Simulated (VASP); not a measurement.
# SiC (Moissanite 6H) (P6_3mc) in VASP: a series of runs

SiC (Moissanite 6H) is run at these levels: BLYP, PBE; tasks: single point.

Program: VASP 6.6.1. These are calculated values, not measurements. Logs are shortened: lines on timing, memory, paths and dates and some standing lists are left out, and cuts for length are marked.

### 1 The cell of the first run

Symmetry: P6_3mc, No. 186, hexagonal system. Conventional cell: a = 3.156 Å, b = 3.156 Å, c = 15.468 Å, α = 90.00°, β = 90.00°, γ = 120.00°. Si (site symmetry 3m) has 4 C at 1.93 Å within 2.6 Å. Within 2.6 Å of Si (site symmetry 3m) lie 4 C at 1.93 Å. Si (site symmetry 3m) has 4 C at 1.93 Å within 2.6 Å. Within 2.6 Å of C (site symmetry 3m) lie 4 Si at 1.93 Å. Within 2.6 Å of C (site symmetry 3m) lie 4 Si at 1.93 Å. Within 2.6 Å of C (site symmetry 3m) lie 4 Si at 1.93 Å.

### 2 Single point, BLYP

The input, INCAR:

```
SYSTEM = SiC
PREC     = Accurate       ! precision mode
ENCUT    = 520            ! plane-wave cutoff, eV
EDIFF    = 1E-6           ! SCF threshold, eV
ISMEAR   = -1             ! smearing method
SIGMA    = 0.05           ! smearing width, eV
LREAL    = .False.        ! projectors in reciprocal space
LASPH    = .True.         ! aspherical terms in the spheres
NELM     = 60             ! most SCF steps
ALGO     = Normal         ! electronic algorithm
ISIF     = 2              ! what is computed and relaxed
LWAVE    = .False.        ! write WAVECAR
LCHARG   = .False.        ! write CHGCAR
GGA      = B5             ! functional
ALDAX    = 1.0          
AGGAX    = 1.0          
AGGAC    = 1.0          
ALDAC    = 0.0          
NBANDS   = 36             ! bands
```

The input, KPOINTS:

```
Automatic mesh
0
Gamma
  10 10 2
  0 0 0
```

The input, POSCAR:

```
SiC
1.0
    3.1557016854      0.0000000000      0.0000000000
   -1.5778508427      2.7329178263      0.0000000000
    0.0000000000      0.0000000000     15.4675265161
Si C
6 6
Direct
    0.6666666667      0.3333333333      0.4583000000
    0.3333333333      0.6666666667      0.9583000000
    0.6666666667      0.3333333333      0.7917000000
    0.3333333333      0.6666666667      0.2917000000
    0.0000000000      0.0000000000      0.6250000000
    0.0000000000      0.0000000000      0.1250000000
    0.6666666667      0.3333333333      0.3333000000
    0.3333333333      0.6666666667      0.8333000000
    0.6666666667      0.3333333333      0.6667000000
    0.3333333333      0.6666666667      0.1667000000
    0.0000000000      0.0000000000      0.5000000000
    0.0000000000      0.0000000000      0.0000000000
```

Potentials or basis: VASP PAW PBE potentials, release 64 (Si, C).

On the command line:

```
$ cat potpaw_PBE.64/Si/POTCAR potpaw_PBE.64/C/POTCAR > POTCAR
$ mpirun -np 1 vasp_std > vasp.out
```

OUTCAR:

```text
SYSTEM = SiC
   PREC = Accurate
   ENCUT = 520
   EDIFF = 1E-6
   ISMEAR = -1
   LREAL = .False.
   LASPH = .True.
   NELM = 60
   ISIF = 2
   GGA = B5

 ion  position               nearest neighbor table
   1  0.667  0.333  0.458-  11 1.93  11 1.93  11 1.93   7 1.93
   2  0.333  0.667  0.958-  12 1.93  12 1.93  12 1.93   8 1.93
   3  0.667  0.333  0.792-   8 1.93   8 1.93   8 1.93   9 1.93
   4  0.333  0.667  0.292-   7 1.93   7 1.93   7 1.93  10 1.93
   5  0.000  0.000  0.625-   9 1.93   9 1.93   9 1.93  11 1.93
   6  0.000  0.000  0.125-  10 1.93  10 1.93  10 1.93  12 1.93
   7  0.667  0.333  0.333-   4 1.93   4 1.93   4 1.93   1 1.93
   8  0.333  0.667  0.833-   3 1.93   3 1.93   3 1.93   2 1.93
   9  0.667  0.333  0.667-   5 1.93   5 1.93   5 1.93   3 1.93
  10  0.333  0.667  0.167-   6 1.93   6 1.93   6 1.93   4 1.93
  11  0.000  0.000  0.500-   1 1.93   1 1.93   1 1.93   5 1.93
  12  0.000  0.000  0.000-   2 1.93   2 1.93   2 1.93   6 1.93

  LATTYP: Found a hexagonal cell.
 ALAT       =     3.1557016854
 C/A-ratio  =     4.9014539580

  Lattice vectors:

 A1 = (   3.1557016854,   0.0000000000,   0.0000000000)
 A2 = (  -1.5778508427,   2.7329178263,   0.0000000000)
 A3 = (   0.0000000000,   0.0000000000,  15.4675265161)

Analysis of symmetry for initial positions (statically):
=====================================================================
 Subroutine PRICEL returns:
 Original cell was already a primitive cell.

 Routine SETGRP: Setting up the symmetry group for a
 hexagonal supercell.

 Subroutine GETGRP returns: Found 12 space group operations
 (whereof  6 operations were pure point group operations)
 out of a pool of 24 trial point group operations.

The static configuration has the point symmetry C_3v.
 The point group associated with its full space group is C_6v.

Analysis of symmetry for dynamics (positions and initial velocities):
=====================================================================
 Subroutine PRICEL returns:
 Original cell was already a primitive cell.

 Routine SETGRP: Setting up the symmetry group for a
 hexagonal supercell.

 Subroutine GETGRP returns: Found 12 space group operations
 (whereof  6 operations were pure point group operations)
 out of a pool of 24 trial point group operations.

The dynamic configuration has the point symmetry C_3v.
 The point group associated with its full space group is C_6v.

 Subroutine INISYM returns: Found 12 space group operations
 (whereof  6 operations are pure point group operations),
 and found     1 'primitive' translations

----------------------------------------------------------------------------------------

                                     Primitive cell

  volume of cell :     133.3962

  direct lattice vectors                    reciprocal lattice vectors
     3.155701685  0.000000000  0.000000000     0.316886734  0.182954641  0.000000000
    -1.577850843  2.732917826  0.000000000     0.000000000  0.365909282  0.000000000
     0.000000000  0.000000000 15.467526516     0.000000000  0.000000000  0.064651578

  length of vectors
     3.155701685  3.155701685 15.467526516     0.365909282  0.365909282  0.064651578

  position of ions in fractional coordinates (direct lattice)
     0.666666667  0.333333333  0.458300000
     0.333333333  0.666666667  0.958300000
     0.666666667  0.333333333  0.791700000
     0.333333333  0.666666667  0.291700000
     0.000000000  0.000000000  0.625000000
     0.000000000  0.000000000  0.125000000
     0.666666667  0.333333333  0.333300000
     0.333333333  0.666666667  0.833300000
     0.666666667  0.333333333  0.666700000
     0.333333333  0.666666667  0.166700000
     0.000000000  0.000000000  0.500000000
     0.000000000  0.000000000  0.000000000

  ion indices of the primitive-cell ions
   primitive index   ion index
                 1           1
                 2           2
                 3           3
                 4           4
                 5           5
                 6           6
                 7           7
                 8           8
                 9           9
                10          10
                11          11
                12          12

----------------------------------------------------------------------------------------

 KPOINTS: Automatic mesh

Automatic generation of k-mesh.
 Grid dimensions read from file:
 generate k-points for:   10   10    2

 Generating k-lattice:

  Cartesian coordinates                     Fractional coordinates (reciprocal lattice)
     0.031688673  0.018295464  0.000000000     0.100000000  0.000000000  0.000000000
     0.000000000  0.036590928  0.000000000     0.000000000  0.100000000  0.000000000
     0.000000000  0.000000000  0.032325789     0.000000000  0.000000000  0.500000000

  Length of vectors
     0.036590928  0.036590928  0.032325789

  Shift w.r.t. Gamma in fractional coordinates (k-lattice)
     0.000000000  0.000000000  0.000000000

 Subroutine IBZKPT returns following result:
 ===========================================

 Found     28 irreducible k-points:

 Following reciprocal coordinates:
            Coordinates               Weight
  0.000000  0.000000  0.000000      1.000000
  0.100000  0.000000  0.000000      6.000000
  0.200000  0.000000  0.000000      6.000000
  0.300000 -0.000000  0.000000      6.000000
  0.400000  0.000000  0.000000      6.000000
  0.500000  0.000000  0.000000      3.000000
[... 16 lines left out ...]
  0.300000  0.100000  0.500000     12.000000
  0.400000  0.100000  0.500000     12.000000
 [... further k-points ...]
   k-points           NKPTS =     28   k-points in BZ     NKDIM =     28   number of bands    NBANDS=     36
   number of dos      NEDOS =    301   number of ions     NIONS =     12
   total plane-waves  NPLWV =  69120
   dimension x,y,z NGX =    24 NGY =   24 NGZ =  120
   dimension x,y,z NGXF=    48 NGYF=   48 NGZF=  240
   ions per type =               6   6
   NGX,Y,Z   is equivalent  to a cutoff of  12.64, 12.64, 12.90 a.u.
   NGXF,Y,Z  is equivalent  to a cutoff of  25.29, 25.29, 25.80 a.u.
 SYSTEM =  SiC
   PREC   = accura    normal or accurate (medium, high low for compatibility)
   ISTART =      0    job   : 0-new  1-cont  2-samecut
   ICHARG =      2    charge: 1-file 2-atom 10-const
   ISPIN  =      1    spin polarized calculation?
   LNONCOLLINEAR =      F non collinear calculations
   LSORBIT =      F    spin-orbit coupling
   LASPH  =      T    aspherical Exc in radial PAW
   ENCUT  =  520.0 eV  38.22 Ry    6.18 a.u.   5.87  5.87 28.76*2*pi/ulx,y,z
   NELM   =     60;   NELMIN=  2; NELMDL= -5     # of ELM steps
   EDIFF  = 0.1E-05   stopping-criterion for ELM
   LREAL  =      F    real-space projection
   EDIFFG = 0.1E-04   stopping-criterion for IOM
   NSW    =      0    number of steps for IOM
   IBRION =     -1    ionic relax: 0-MD 1-quasi-New 2-CG
   NFREE  =      0    steps in history (QN), initial steepest desc. (CG)
   ISIF   =      2    stress and relaxation
   ISYM   =      2    0-nonsym 1-usesym 2-fastsym
   POTIM  = 0.5000    time-step for ionic-motion
   TEBEG  =    0.0;   TEEND  =   0.0 temperature during run
   PSTRESS=    0.0 pullay stress
   NELECT =      48.0000    total number of electrons
   NUPDOWN=      -1.0000    fix difference up-down
   EMIN   =  10.00;   EMAX   =-10.00  energy-range for DOS
   EFERMI =   0.00;   METHOD = LEGACY
   ISMEAR =    -1;   SIGMA  =   0.05  broadening in eV -4-tet -1-fermi 0-gaus
   EFERMI_NEDOS =   21; number of points for ismear=-14 and -15
   IALGO  =     38    algorithm
   IMIX   =      4    mixing-type and parameters
     AMIX     =   0.40;   BMIX     =  1.00
     AMIX_MAG =   1.60;   BMIX_MAG =  1.00
  volume/ion in A,a.u.               =      11.12        75.02
  Fermi-wavevector in a.u.,A,eV,Ry     =   1.164414  2.200424 18.447597  1.355860
  Thomas-Fermi vector in A             =   2.300952
   LORBIT       =      0    0 simple, 1 ext, 2 COOP (PROOUT), +10 PAW based schemes
   GGA     = B5    functional components
   LHFCALC =     F    Hartree Fock is set to
   AEXX    =    0.0000 exact exchange contribution
   IVDW    =     0    specifies the selected vdW correction
   LEPSILON=     F    determine dielectric tensor
   LRPA    =     F    only Hartree local field effects (RPA)
 non-spin polarized calculation
  energy-cutoff  :      520.00
  volume of cell :      133.40
 maximum number of plane-waves:      3616
 NGX is ok and might be reduce to    24
   NGX = 11   NGY = 11   NGZ = 57

 number of electron      48.0000000 magnetization

 Free energy of the ion-electron system (eV)
  ---------------------------------------------------
  ext. energy  EPLUGINS =         0.00000000
  ---------------------------------------------------
  free energy    TOTEN  =       -81.91651118 eV

  energy without entropy =      -81.91651118  energy(sigma->0) =      -81.91651118

 E-fermi :   8.8283     XC(G=0): -10.3478

 val. band max:        7.7764547713   @ k =   0.0000   0.0000   0.0000
 cond. band min:      10.1108758534   @ k =   0.5000   0.0000   0.0000
 fundamental gap:      2.3344210821
 Fermi energy:         8.8283089793

 k-point     1 :       0.0000    0.0000    0.0000
  band No.  band energies     occupation
      1      -7.0012      2.00000
      2      -6.5153      2.00000
      3      -6.4765      2.00000
      4      -5.0929      2.00000
      5      -5.0629      2.00000
      6      -3.7363      2.00000
[... 28 lines left out ...]
     35      14.7426      0.00000
     36      14.9589      0.00000
[... 866 lines left out ...]
      6      -2.4882      2.00000
[... 28 lines left out ...]
     35      15.0570      0.00000
     36      15.0570      0.00000

 [... further k-points ...]

------------------------ aborting loop because EDIFF is reached ----------------------------------------

  FORCE on cell =-STRESS in cart. coord.  units (eV):
  Direction    XX          YY          ZZ          XY          YZ          ZX
  --------------------------------------------------------------------------------------
  -------------------------------------------------------------------------------------
  Total       -5.1985553     -5.1985553     -4.5342525      0.0000000      0.0000000      0.0000000
  in kB      -62.4381267    -62.4381267    -54.4594064      0.0000000      0.0000000      0.0000000
  external PRESSURE =     -59.7785532 kB  Pullay stress =       0.0000000 kB

 VOLUME and BASIS-vectors are now :
 -----------------------------------------------------------------------------
  energy-cutoff  :      520.00
  volume of cell :      133.40
      direct lattice vectors                 reciprocal lattice vectors
     3.155701685  0.000000000  0.000000000     0.316886734  0.182954641  0.000000000
    -1.577850843  2.732917826  0.000000000     0.000000000  0.365909282  0.000000000
     0.000000000  0.000000000 15.467526516     0.000000000  0.000000000  0.064651578

 POSITION                                       TOTAL-FORCE (eV/Angst)
 -----------------------------------------------------------------------------------
      1.57785      0.91097      7.08877         0.000000     -0.000000      0.035724
     -0.00000      1.82195     14.82253        -0.000000      0.000000      0.035724
      1.57785      0.91097     12.24564        -0.000000      0.000000      0.015275
     -0.00000      1.82195      4.51188         0.000000     -0.000000      0.015275
      0.00000      0.00000      9.66720        -0.000000     -0.000000      0.049895
      0.00000      0.00000      1.93344         0.000000      0.000000      0.049895
      1.57785      0.91097      5.15533         0.000000     -0.000000     -0.009428
     -0.00000      1.82195     12.88909         0.000000      0.000000     -0.009428
      1.57785      0.91097     10.31220         0.000000      0.000000      0.041534
     -0.00000      1.82195      2.57844        -0.000000      0.000000      0.041534
      0.00000      0.00000      7.73376        -0.000000     -0.000000     -0.132999
      0.00000      0.00000      0.00000        -0.000000     -0.000000     -0.132999
 -----------------------------------------------------------------------------------
    total drift:                               -0.000000     -0.000000      0.000263

  FREE ENERGIE OF THE ION-ELECTRON SYSTEM (eV)
  ---------------------------------------------------
  free  energy   TOTEN  =       -81.9165111842 eV

  energy  without entropy=      -81.9165111842  energy(sigma->0) =      -81.91651118
```

It took 91 s on 1 thread of Intel Xeon 6975P-C (Granite Rapids), shared host; peak memory 0.29 GiB.

Results:

| Property | Result |
| --- | --- |
| Free energy | -81.9165 eV |
| Pressure | -6.0 GPa |
| Largest force | 0.133 eV/Å |
| Band gap on the k mesh | 2.33 eV, indirect (least direct gap 3.40 eV) |

Forces in eV/Å, atoms in the order of the input:
```
Si   0.000  0.000  0.036
Si   0.000  0.000  0.036
Si   0.000  0.000  0.015
Si   0.000  0.000  0.015
Si   0.000  0.000  0.050
Si   0.000  0.000  0.050
C    0.000  0.000 -0.009
C    0.000  0.000 -0.009
C    0.000  0.000  0.042
C    0.000  0.000  0.042
C    0.000  0.000 -0.133
C    0.000  0.000 -0.133
```

Caveat: the PAW data sets were made with another functional, which shifts forces and pressure a little. A k mesh can miss the band edges.

[end of part 1 of 2]
